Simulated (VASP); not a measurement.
# Ta (Pm-3m) in VASP: notebook

Ta is run at these levels: PBE; tasks: single point, relaxation of cell and atoms.

Everything below comes from runs of VASP 6.6.1. Logs are shortened: lines on timing, memory, paths and dates and some standing lists are left out, and cuts for length are marked.

## 1. The cell of the first run

Symmetry: Pm-3m, No. 221, cubic system. The conventional cell has a = 2.738 Å, b = 2.738 Å, c = 2.738 Å, α = 90.00°, β = 90.00°, γ = 90.00°. Within 3.6 Å of Ta (site symmetry m-3m) lie 6 Ta at 2.74 Å.

## 2. Single point, PBE

Contents of INCAR:

```
PREC = Accurate
ENCUT = 520
EDIFF = 1E-6
ISMEAR = 0
SIGMA = 0.05
LREAL = F
LASPH = T
NELM = 80
ALGO = Normal
ISIF = 2
LWAVE = F
LCHARG = F
GGA = PE
NBANDS = 12
```

Contents of KPOINTS:

```
regular mesh
0
Gamma
  9 9 9
```

Contents of POSCAR:

```
Ta
1.0
    2.7382614662      0.0000000000      0.0000000000
    0.0000000000      2.7382614662      0.0000000000
    0.0000000000      0.0000000000      2.7382614662
Ta
1
Direct
    0.0000000000      0.0000000000      0.0000000000
```

Potentials or basis: VASP PAW PBE potentials, release 64 (Ta_pv).

The run is started by

```console
$ cat potpaw_PBE.64/Ta_pv/POTCAR > POTCAR
$ mpirun -np 1 vasp_std > vasp.out
```

OUTCAR:

```text
PREC = Accurate
   ENCUT = 520
   EDIFF = 1E-6
   ISMEAR = 0
   LREAL = F
   LASPH = T
   NELM = 80
   ISIF = 2
   GGA = PE

 ion  position               nearest neighbor table
   1  0.000  0.000  0.000-

  LATTYP: Found a simple cubic cell.
 ALAT       =     2.7382614662

  Lattice vectors:

 A1 = (   2.7382614662,   0.0000000000,   0.0000000000)
 A2 = (   0.0000000000,   2.7382614662,   0.0000000000)
 A3 = (   0.0000000000,   0.0000000000,   2.7382614662)

Analysis of symmetry for initial positions (statically):
=====================================================================
 Subroutine PRICEL returns:
 Original cell was already a primitive cell.

 Routine SETGRP: Setting up the symmetry group for a
 simple cubic supercell.

 Subroutine GETGRP returns: Found 48 space group operations
 (whereof 48 operations were pure point group operations)
 out of a pool of 48 trial point group operations.

The static configuration has the point symmetry O_h .

Analysis of symmetry for dynamics (positions and initial velocities):
=====================================================================
 Subroutine PRICEL returns:
 Original cell was already a primitive cell.

 Routine SETGRP: Setting up the symmetry group for a
 simple cubic supercell.

 Subroutine GETGRP returns: Found 48 space group operations
 (whereof 48 operations were pure point group operations)
 out of a pool of 48 trial point group operations.

The dynamic configuration has the point symmetry O_h .

 Subroutine INISYM returns: Found 48 space group operations
 (whereof 48 operations are pure point group operations),
 and found     1 'primitive' translations

----------------------------------------------------------------------------------------

                                     Primitive cell

  volume of cell :      20.5317

  direct lattice vectors                    reciprocal lattice vectors
     2.738261466  0.000000000  0.000000000     0.365195221  0.000000000  0.000000000
     0.000000000  2.738261466  0.000000000     0.000000000  0.365195221  0.000000000
     0.000000000  0.000000000  2.738261466     0.000000000  0.000000000  0.365195221

  length of vectors
     2.738261466  2.738261466  2.738261466     0.365195221  0.365195221  0.365195221

  position of ions in fractional coordinates (direct lattice)
     0.000000000  0.000000000  0.000000000

  ion indices of the primitive-cell ions
   primitive index   ion index
                 1           1

----------------------------------------------------------------------------------------

 KPOINTS: regular mesh

Automatic generation of k-mesh.
 Grid dimensions read from file:
 generate k-points for:    9    9    9

 Generating k-lattice:

  Cartesian coordinates                     Fractional coordinates (reciprocal lattice)
     0.040577247  0.000000000  0.000000000     0.111111111  0.000000000  0.000000000
     0.000000000  0.040577247  0.000000000     0.000000000  0.111111111  0.000000000
     0.000000000  0.000000000  0.040577247     0.000000000  0.000000000  0.111111111

  Length of vectors
     0.040577247  0.040577247  0.040577247

  Shift w.r.t. Gamma in fractional coordinates (k-lattice)
     0.000000000  0.000000000  0.000000000

 Subroutine IBZKPT returns following result:
 ===========================================

 Found     35 irreducible k-points:

 Following reciprocal coordinates:
            Coordinates               Weight
  0.000000  0.000000  0.000000      1.000000
  0.111111  0.000000  0.000000      6.000000
  0.222222  0.000000  0.000000      6.000000
  0.333333  0.000000  0.000000      6.000000
  0.444444  0.000000  0.000000      6.000000
  0.111111  0.111111  0.000000     12.000000
[... 16 lines left out ...]
  0.333333  0.333333  0.111111     24.000000
  0.444444  0.333333  0.111111     48.000000
 [... further k-points ...]
   k-points           NKPTS =     35   k-points in BZ     NKDIM =     35   number of bands    NBANDS=     12
   number of dos      NEDOS =    301   number of ions     NIONS =      1
   total plane-waves  NPLWV =   8000
   dimension x,y,z NGX =    20 NGY =   20 NGZ =   20
   dimension x,y,z NGXF=    40 NGYF=   40 NGZF=   40
   ions per type =               1
   NGX,Y,Z   is equivalent  to a cutoff of  12.14, 12.14, 12.14 a.u.
   NGXF,Y,Z  is equivalent  to a cutoff of  24.28, 24.28, 24.28 a.u.
 SYSTEM =  unknown system
   PREC   = accura    normal or accurate (medium, high low for compatibility)
   ISTART =      0    job   : 0-new  1-cont  2-samecut
   ICHARG =      2    charge: 1-file 2-atom 10-const
   ISPIN  =      1    spin polarized calculation?
   LNONCOLLINEAR =      F non collinear calculations
   LSORBIT =      F    spin-orbit coupling
   LASPH  =      T    aspherical Exc in radial PAW
   ENCUT  =  520.0 eV  38.22 Ry    6.18 a.u.   5.09  5.09  5.09*2*pi/ulx,y,z
   NELM   =     80;   NELMIN=  2; NELMDL= -5     # of ELM steps
   EDIFF  = 0.1E-05   stopping-criterion for ELM
   LREAL  =      F    real-space projection
   EDIFFG = 0.1E-04   stopping-criterion for IOM
   NSW    =      0    number of steps for IOM
   IBRION =     -1    ionic relax: 0-MD 1-quasi-New 2-CG
   NFREE  =      0    steps in history (QN), initial steepest desc. (CG)
   ISIF   =      2    stress and relaxation
   ISYM   =      2    0-nonsym 1-usesym 2-fastsym
   POTIM  = 0.5000    time-step for ionic-motion
   TEBEG  =    0.0;   TEEND  =   0.0 temperature during run
   PSTRESS=    0.0 pullay stress
   NELECT =      11.0000    total number of electrons
   NUPDOWN=      -1.0000    fix difference up-down
   EMIN   =  10.00;   EMAX   =-10.00  energy-range for DOS
   EFERMI =   0.00;   METHOD = LEGACY
   ISMEAR =     0;   SIGMA  =   0.05  broadening in eV -4-tet -1-fermi 0-gaus
   EFERMI_NEDOS =   21; number of points for ismear=-14 and -15
   IALGO  =     38    algorithm
   IMIX   =      4    mixing-type and parameters
     AMIX     =   0.40;   BMIX     =  1.00
     AMIX_MAG =   1.60;   BMIX_MAG =  1.00
  volume/ion in A,a.u.               =      20.53       138.55
  Fermi-wavevector in a.u.,A,eV,Ry     =   1.329630  2.512636 24.053957  1.767916
  Thomas-Fermi vector in A             =   2.458778
   LORBIT       =      0    0 simple, 1 ext, 2 COOP (PROOUT), +10 PAW based schemes
   GGA     = PE    functional components
   LHFCALC =     F    Hartree Fock is set to
   AEXX    =    0.0000 exact exchange contribution
   IVDW    =     0    specifies the selected vdW correction
   LEPSILON=     F    determine dielectric tensor
   LRPA    =     F    only Hartree local field effects (RPA)
 non-spin polarized calculation
 Gauss-broadening in eV      SIGMA  =   0.05
  energy-cutoff  :      520.00
  volume of cell :       20.53
 maximum number of plane-waves:       565
   NGX = 11   NGY = 11   NGZ = 11

 number of electron      11.0000007 magnetization

 Free energy of the ion-electron system (eV)
  ---------------------------------------------------
  ext. energy  EPLUGINS =         0.00000000
  ---------------------------------------------------
  free energy    TOTEN  =       -10.64720034 eV

  energy without entropy =      -10.64402900  energy(sigma->0) =      -10.64561467

 E-fermi :   4.5072     XC(G=0): -11.8470

 val. band max:        4.4758408096   @ k =   0.4444   0.3333   0.2222
 cond. band min:       4.5083424062   @ k =   0.4444   0.0000   0.0000
 fundamental gap:      0.0325015966
 Fermi energy:         4.5072178686

 k-point     1 :       0.0000    0.0000    0.0000
  band No.  band energies     occupation
      1     -28.9425      2.00000
      2     -28.9425      2.00000
      3     -28.9425      2.00000
      4      -2.7767      2.00000
      5       1.8683      2.00000
      6       1.8683      2.00000
      7      10.6266      0.00000
      8      10.6266      0.00000
      9      10.6266      0.00000
     10      19.0246      0.00000
     11      19.0246      0.00000
     12      19.0246      0.00000

 k-point     2 :       0.1111    0.0000    0.0000
  band No.  band energies     occupation
      1     -29.0923      2.00000
      2     -28.9300      2.00000
      3     -28.9300      2.00000
      4      -2.4112      2.00000
      5       1.9685      2.00000
      6       2.2459      2.00000
      7       9.9877      0.00000
      8       9.9877      0.00000
      9      10.6717      0.00000
     10      17.3211      0.00000
     11      18.8526      0.00000
     12      19.8467      0.00000

 k-point     3 :       0.2222    0.0000    0.0000
  band No.  band energies     occupation
      1     -29.4581      2.00000
      2     -28.8982      2.00000
      3     -28.8982      2.00000
      4      -1.4826      2.00000
      5       2.2350      2.00000
      6       3.2524      2.00000
      7       8.7184      0.00000
      8       8.7184      0.00000
      9      10.7881      0.00000
     10      14.9748      0.00000
     11      18.8522      0.00000
     12      21.6121      0.00000
[... 286 lines left out ...]
 k-point    23 :       0.3333    0.3333    0.1111
  band No.  band energies     occupation
      1     -29.7367      2.00000
      2     -29.7112      2.00000
      3     -28.9228      2.00000
      4       1.4920      2.00000
      5       3.1155      2.00000
      6       6.1399      0.00000
      7       6.3583      0.00000
      8       8.1765      0.00000
      9       8.3231      0.00000
     10      15.9785      0.00000
     11      17.8203      0.00000
     12      18.8635      0.00000

 k-point    24 :       0.4444    0.3333    0.1111
  band No.  band energies     occupation
      1     -29.9621      2.00000
      2     -29.6906      2.00000
      3     -28.8984      2.00000
      4       1.3994      2.00000
      5       3.2315      2.00000
      6       6.0109      0.00000
      7       6.3544      0.00000
      8       8.4053      0.00000
      9      10.1697      0.00000
     10      14.6742      0.00000
     11      18.6507      0.00000
     12      18.8963      0.00000

 [... further k-points ...]
[... 5 lines left out ...]
  --------------------------------------------------------------------------------------
  -------------------------------------------------------------------------------------
  Total        0.0099206      0.0099206      0.0099206     -0.0000000     -0.0000000      0.0000000
  in kB        0.7741508      0.7741508      0.7741508     -0.0000000     -0.0000000      0.0000000
  external PRESSURE =       0.7741508 kB  Pullay stress =       0.0000000 kB

 VOLUME and BASIS-vectors are now :
 -----------------------------------------------------------------------------
  energy-cutoff  :      520.00
  volume of cell :       20.53
      direct lattice vectors                 reciprocal lattice vectors
     2.738261466  0.000000000  0.000000000     0.365195221  0.000000000  0.000000000
     0.000000000  2.738261466  0.000000000     0.000000000  0.365195221  0.000000000
     0.000000000  0.000000000  2.738261466     0.000000000  0.000000000  0.365195221

 POSITION                                       TOTAL-FORCE (eV/Angst)
 -----------------------------------------------------------------------------------
      0.00000      0.00000      0.00000         0.000000      0.000000      0.000000
 -----------------------------------------------------------------------------------
    total drift:                               -0.000000      0.000000      0.000000

  FREE ENERGIE OF THE ION-ELECTRON SYSTEM (eV)
  ---------------------------------------------------
  free  energy   TOTEN  =       -10.6472003351 eV

  energy  without entropy=      -10.6440290014  energy(sigma->0) =      -10.64561467
```

Wall time 8.7 s (1 thread of Intel Xeon Platinum 8259CL at 2.50GHz (Skylake/Cascade Lake), shared host); peak memory 0.12 GiB.

Results:

```
Free energy : -10.6472 eV
Pressure    : 0.1 GPa
```

Levels at points of the mesh, in eV from the Fermi level:
```csv
k point,band 2,band 3,band 4,band 5,band 6,band 7,band 8,band 9,band 10,band 11
"(0.00, 0.00, 0.00)",-33.45,-33.45,-7.28,-2.64,-2.64,6.12,6.12,6.12,14.52,14.52
```

Caveat: spin-orbit coupling is left out, which moves the levels of the heavy elements.

## 3. Single point, PBE

Contents of INCAR:

```
SYSTEM = Ta
PREC     = Accurate       ! precision mode
ENCUT    = 520            ! plane-wave cutoff, eV
EDIFF    = 1E-6           ! SCF threshold, eV
ISMEAR   = 0              ! smearing method
SIGMA    = 0.05           ! smearing width, eV
LREAL    = .FALSE.        ! projectors in reciprocal space
LASPH    = .TRUE.         ! aspherical terms in the spheres
NELM     = 80             ! most SCF steps
ALGO     = Normal         ! electronic algorithm
ISIF     = 2              ! what is computed and relaxed
LWAVE    = .FALSE.        ! write WAVECAR
LCHARG   = .FALSE.        ! write CHGCAR
GGA      = PE             ! functional
NBANDS   = 12             ! bands
```

Contents of KPOINTS:

```
Automatic mesh
0
G
  9 9 9
  0 0 0
```

POSCAR is that of step 2.

Potentials or basis: VASP PAW PBE potentials, release 64 (Ta_pv).

The run is started by

```console
$ cat potpaw_PBE.64/Ta_pv/POTCAR > POTCAR
$ mpirun -np 1 vasp_std > vasp.out
```

Run time: 9.6 s. Hardware: 1 thread of Intel Xeon Platinum 8259CL at 2.50GHz (Skylake/Cascade Lake), shared host; peak memory 0.12 GiB.

The run converged. Its results:

| Item | Value |
| --- | --- |
| Free energy | -10.6472 eV |
| Pressure | 0.1 GPa |

Levels at points of the mesh, in eV from the Fermi level:
```csv
k point,band 4,band 5,band 6,band 7,band 8,band 9
"(0.00, 0.00, 0.00)",-7.28,-2.64,-2.64,6.12,6.12,6.12
```

Caveat: spin-orbit coupling is left out, which moves the levels of the heavy elements.

## 4. Relaxation of cell and atoms, PBE

This run uses another cell than the first one, of 19.90 Å³/atom, 0.969 times its volume.

Contents of INCAR:

```
  PREC = Accurate
  ENCUT = 600
  EDIFF = 1E-6
  ISMEAR = 0
  SIGMA = 0.05
  LREAL = F
  LASPH = T
  NELM = 60
  ALGO = Normal
  ISIF = 3
  LWAVE = F
  LCHARG = F
  GGA = PE
  IBRION = 2
  NSW = 80
  EDIFFG = -0.03
```

Contents of KPOINTS:

```
regular mesh
0
Gamma
  9 9 9
```

Contents of POSCAR:

```
Ta
1.0
    2.7100000000      0.0000000000      0.0000000000
    0.0000000000      2.7100000000      0.0000000000
    0.0000000000      0.0000000000      2.7100000000
Ta
1
Direct
    0.0000000000      0.0000000000      0.0000000000
```

The run is started by

```console
$ cat potpaw_PBE.64/Ta_pv/POTCAR > POTCAR
$ mpirun -np 1 vasp_std > vasp.out
```

Wall time 24 s (1 thread of Intel Xeon Platinum 8259CL at 2.50GHz (Skylake/Cascade Lake), shared host); peak memory 0.15 GiB.

The run converged. Its results:

- Free energy: -10.6474 eV
- Relaxed volume: 20.56 Å³/atom
- Relaxed cell: a = 2.739 Å, b = 2.739 Å, c = 2.739 Å, α = 90.00°, β = 90.00°, γ = 90.00°
- Space group after relaxing (to 0.05 Å): Pm-3m (No. 221)
- Energy gained by relaxing: 9.3 meV/atom
- Ionic steps: 3
- Pressure after relaxing: -0.1 GPa

Step by step:
```tsv
step	energy change (eV)	largest force (eV/Å)	pressure (GPa)	volume (Å³)
1	0.0000	0.0000	4.78	19.90
2	0.0143	0.0000	-6.42	21.66
3	-0.0093	0.0000	-0.07	20.56
```

Final structure:
```xyz
1
Lattice="2.7394 0.0000 0.0000 0.0000 2.7394 0.0000 0.0000 0.0000 2.7394" Properties=species:S:1:pos:R:3 pbc="T T T"
Ta    0.0000    0.0000    0.0000
```

Levels at points of the mesh, in eV from the Fermi level:
```csv
k point,band 3,band 4,band 5,band 6,band 7,band 8,band 9
"(0.00, 0.00, 0.00)",-33.45,-7.28,-2.63,-2.63,6.11,6.11,6.11
```

Caveat: spin-orbit coupling is left out, which moves the levels of the heavy elements.

## 5. Relaxation of cell and atoms, PBE

Contents of INCAR:

```
PREC = Accurate ; ENCUT = 600
EDIFF = 1E-6 ; ISMEAR = 0
SIGMA = 0.05 ; LREAL = False
LASPH = True ; NELM = 60
ALGO = Normal ; ISIF = 3
LWAVE = False ; LCHARG = False
GGA = PE ; IBRION = 2
NSW = 80 ; EDIFFG = -0.03
```

Contents of KPOINTS:

```
Automatic mesh
0
Gamma
  9 9 9
```

Contents of POSCAR:

```
Ta
1.0
    2.7382614662      0.0000000000      0.0000000000
    0.0000000000      2.7382614662      0.0000000000
    0.0000000000      0.0000000000      2.7382614662
Ta
1
Direct
    0.0000000000      0.0000000000      0.0000000000
```

The run is started by

```console
$ cat potpaw_PBE.64/Ta_pv/POTCAR > POTCAR
$ mpirun -np 1 vasp_std > vasp.out
```

Run time: 10 s. Hardware: 1 thread of Intel Xeon Platinum 8259CL at 2.50GHz (Skylake/Cascade Lake), shared host; peak memory 0.14 GiB.

It converged, with:

| Property | Result |
| --- | --- |
| Free energy | -10.6475 eV |
| Pressure after relaxing | 0.1 GPa |

Final structure:
```
Ta
1.0
     2.73826    0.00000    0.00000
     0.00000    2.73826    0.00000
     0.00000    0.00000    2.73826
Ta
1
Cartesian
  0.0000 0.0000 0.0000
```

Levels at points of the mesh, in eV from the Fermi level:
```
           k point  band 3  band 4  band 5  band 6  band 7  band 8  band 9
(0.00, 0.00, 0.00)  -33.45   -7.28   -2.64   -2.64    6.12    6.12    6.12
```

Caveat: the relaxation stopped at its first step, so nothing moved; spin-orbit coupling is left out, which moves the levels of the heavy elements.

## 6. The runs side by side

```csv
task,cell,cutoff (eV),gap on the mesh (eV),pressure (GPa)
single point,"a = 2.738 Å, 1 atom",520,none,0.1
relaxation of cell and atoms,"relaxed from a = 2.710 Å, 1 atom",600,none,-0.1
relaxation of cell and atoms,"relaxed from a = 2.738 Å, 1 atom",600,none,0.1
```

Alike in all rows: level PBE; potentials or basis VASP PAW PBE potentials, release 64 (Ta_pv); no spin polarisation; k mesh 9 × 9 × 9; smearing gaussian 0.05 eV.

Caveats: spin-orbit coupling is left out, which moves the levels of the heavy elements; the relaxation stopped at its first step, so nothing moved (some runs).

Absolute energies hang on the potentials; compare differences alone.
